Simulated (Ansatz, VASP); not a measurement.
# InAgTe2 in VASP and in Ansatz

```
CELL_PARAMETERS angstrom
-3.17743 3.17743 6.31476
3.17743 -3.17743 6.31476
3.17743 3.17743 -6.31476
ATOMIC_POSITIONS crystal
In 0.50000 0.50000 0.00000
In 0.25000 0.75000 0.50000
Ag 0.00000 0.00000 0.00000
Ag 0.75000 0.25000 0.50000
Te 0.37500 0.36488 0.48988
Te 0.63512 0.12500 0.01012
Te 0.87500 0.88512 0.51012
Te 0.11488 0.62500 0.98988
```

Alike in both runs: functional LDA; k mesh 6 × 6 × 6; occupations fermi-dirac, width 0.02 eV; no spin polarisation.

Ansatz relaxed the structure, and its values are those at the end. VASP's run is a single point on that final structure, the one shown.

|  | VASP | Ansatz |
| --- | --- | --- |
| version | VASP 6.6.1 | Ansatz 0.2.0 |
| potentials or method | VASP PAW LDA potentials, release 64 (In_d, Ag, Te), cutoff 500 eV | PAW plane waves |
| valence electrons in the cell | 72 | 128 |

```tsv
	VASP	Ansatz	Ansatz less VASP
pressure (GPa)	0.1	0.0	-0.06
```

Ansatz warns that its potentials were made for another functional, while VASP's fit it. LDA's correlation is that of Perdew and Zunger in VASP and of Perdew and Wang (1992) in Ansatz. VASP's potentials hold 72 valence electrons a cell and Ansatz's 128, so a difference there can come from the potentials and not from the codes.

Neither program's run includes spin-orbit coupling.
